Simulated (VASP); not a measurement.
Crystal: SnO2.

```
Sn O
1.0
     1.63837    0.94592    4.86377
    -1.63837    0.94592    4.86377
     0.00000   -1.89183    4.86377
Sn O
1 2
Direct
  0.50000 0.50000 0.50000
  0.76283 0.76283 0.76283
  0.23717 0.23717 0.23717
```

Base run:

- Program: VASP 6.6.1
- Functional: PBEsol
- Potentials or basis: VASP PAW PBE potentials, release 64 (Sn_d, O)
- Cutoff: 520 eV
- k mesh: 10 × 10 × 10
- Occupations: fermi-dirac, width 0.05 eV
- Spin: no spin polarisation

Its results: band gap on the k mesh 1.62 eV, indirect (least direct gap 1.71 eV); pressure -9.4 GPa; largest force 0.718 eV/Å.

Task: The run is repeated on the same cell with these changes: functional from PBEsol to LDA; potentials or basis from VASP PAW PBE potentials, release 64 (Sn_d, O) to VASP PAW LDA potentials, release 64 (Sn_d, O). What comes out?

Result: Band gap on the k mesh 1.54 eV, indirect (least direct gap 1.63 eV); pressure -12.9 GPa; largest force 0.978 eV/Å.

Caveats: spin-orbit coupling is left out, which moves the levels of the heavy elements; the PAW data sets were made with another functional, which shifts forces and pressure a little (some runs).

A k mesh can miss the band edges.
